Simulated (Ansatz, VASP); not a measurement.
## TaN in VASP and in Ansatz

File INCAR:

```
PREC = Accurate
ENCUT = 520
EDIFF = 1E-7
ISMEAR = 0
SIGMA = 0.15
LREAL = False
LASPH = True
NELM = 60
ALGO = Normal
ISIF = 2
LWAVE = False
LCHARG = False
GGA = PE
NBANDS = 24
```

File KPOINTS:

```
regular mesh
0
Gamma
  18 18 8
```

File POSCAR:

```
TaN
1.0
    3.0204398139      0.0000000000      0.0000000000
   -1.5102199070      2.6157776094      0.0000000000
    0.0000000000      0.0000000000      5.8480162527
Ta N
2 2
Direct
    0.3333333333      0.6666666667      0.0304880884
    0.6666666667      0.3333333333      0.5304880884
    0.3333333333      0.6666666667      0.3545119116
    0.6666666667      0.3333333333      0.8545119116
```

Input for Ansatz:

```yaml
crystal:
  lattice:
    - [3.0204398139, 0.0, 0.0]
    - [-1.510219907, 2.6157776094, 0.0]
    - [0.0, 0.0, 5.8480162527]
  atoms:
    - { symbol: Ta, position: [0.3333333333, 0.6666666667, 0.0304880884] }
    - { symbol: Ta, position: [0.6666666667, 0.3333333333, 0.5304880884] }
    - { symbol: "N", position: [0.3333333333, 0.6666666667, 0.3545119116] }
    - { symbol: "N", position: [0.6666666667, 0.3333333333, 0.8545119116] }
basis:
  ecutwfc: 520.0
kpoints:
  mp_grid: { grid: [18, 18, 8] }
hamiltonian:
  xc: pbe
  pseudopotentials: { kind: paw, azcp: { folder: soft_1 } }
scf:
  occupations: { method: gaussian, width: 0.15 }
output:
  forces: true
  stress: true
  eigenvalues: true
```

Alike in both runs: task single point; functional PBE; k mesh 18 × 18 × 8; occupations gaussian, width 0.15 eV; no spin polarisation.

|  | VASP | Ansatz |
| --- | --- | --- |
| version | VASP 6.6.1 | Ansatz 0.2.0 |
| potentials or method | VASP PAW PBE potentials, release 64 (Ta_pv, N), cutoff 520 eV | scalar-relativistic, plane waves, PAW |
| valence electrons in the cell | 32 | 36 |

```tsv
	VASP	Ansatz	Ansatz less VASP
gap on the k mesh at the Fermi level (eV)	none	none	-
rms of the force components (eV/Å)	0.129	0.108	-0.0211
```

Atom by atom the forces differ by 0.021 eV/Å (rms over components). A gap of «none» marks a metal or a gap that the smearing closes. VASP's potentials hold 32 valence electrons a cell and Ansatz's 36, so a difference there can come from the potentials and not from the codes.

Spin-orbit coupling is off throughout.
